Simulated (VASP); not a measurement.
Crystal: Ge4Pd.

```
Ge Pd
1.0
     3.09257    0.00000    0.00000
    -1.54628    2.67824    0.00000
     0.00000    0.00000    9.94409
Ge Pd
4 1
Direct
  0.33333 0.66667 0.86586
  0.33333 0.66667 0.37680
  0.66667 0.33333 0.13414
  0.66667 0.33333 0.62320
  0.00000 0.00000 0.00000
```

The cell was built from a structure type or drawn by symmetry, and may not be a known phase.

```yaml
Program: VASP 6.6.1
Task: relaxation of cell and atoms
Functional: PBE
Potentials_or_basis: VASP PAW PBE potentials, release 64 (Ge_d, Pd)
Cutoff: 600 eV
k_mesh: 6 × 6 × 2
Occupations: gaussian, width 0.1 eV
Spin: no spin polarisation
```

At the start: pressure 39.6 GPa; volume 16.47 Å³/atom.

**Question.** Where does the relaxation end?

**Answer.** Over 19 steps the energy falls by 779.7 meV/atom and the volume is 18.17 Å³/atom (+10.3 %); space group P-3m1 (No. 164, to 0.1 Å) before and after.

The path:
```tsv
step	energy change (eV)	largest force (eV/Å)	pressure (GPa)	volume (Å³)
1	0.0000	7.9212	39.62	82.36
2	-0.8246	0.7201	-13.27	141.08
3	-3.3049	0.8072	-4.70	106.04
4	-3.3268	1.0147	-3.53	104.43
5	-3.3315	1.2109	-2.35	103.02
6	-3.4954	1.0315	-1.33	99.61
7	-3.7358	0.8827	2.70	90.90
8	-3.7353	0.5168	6.01	86.76
9	-3.7508	0.7382	4.24	88.79
10	-3.8393	0.4539	1.39	90.17
11	-3.8453	0.5101	0.64	90.63
12	-3.8667	0.3710	-0.07	91.31
13	-3.8833	0.1243	-1.30	92.61
14	-3.8935	0.1026	0.07	91.22
15	-3.8936	0.1103	0.18	91.12
16	-3.8953	0.0805	0.10	91.11
17	-3.8981	0.0412	-0.03	91.09
18	-3.8983	0.0435	-0.10	91.08
19	-3.8986	0.0139	0.13	90.84
```

Final structure:
```cif
data_structure
_symmetry_space_group_name_H-M 'P 1'
_symmetry_Int_Tables_number 1
_cell_length_a 3.2495
_cell_length_b 3.2495
_cell_length_c 9.9338
_cell_angle_alpha 90.000
_cell_angle_beta 90.000
_cell_angle_gamma 120.000
_cell_volume 90.84
loop_
_atom_site_label
_atom_site_type_symbol
_atom_site_fract_x
_atom_site_fract_y
_atom_site_fract_z
_atom_site_occupancy
Ge1 Ge 0.33333 0.66667 0.81506 1
Ge2 Ge 0.33333 0.66667 0.39118 1
Ge3 Ge 0.66667 0.33333 0.18494 1
Ge4 Ge 0.66667 0.33333 0.60882 1
Pd1 Pd 0.00000 0.00000 0.00000 1
```

Caveat: the k points lie up to 0.37 Å⁻¹ apart in the final cell, too coarse for converged energies and pressures of a metal.
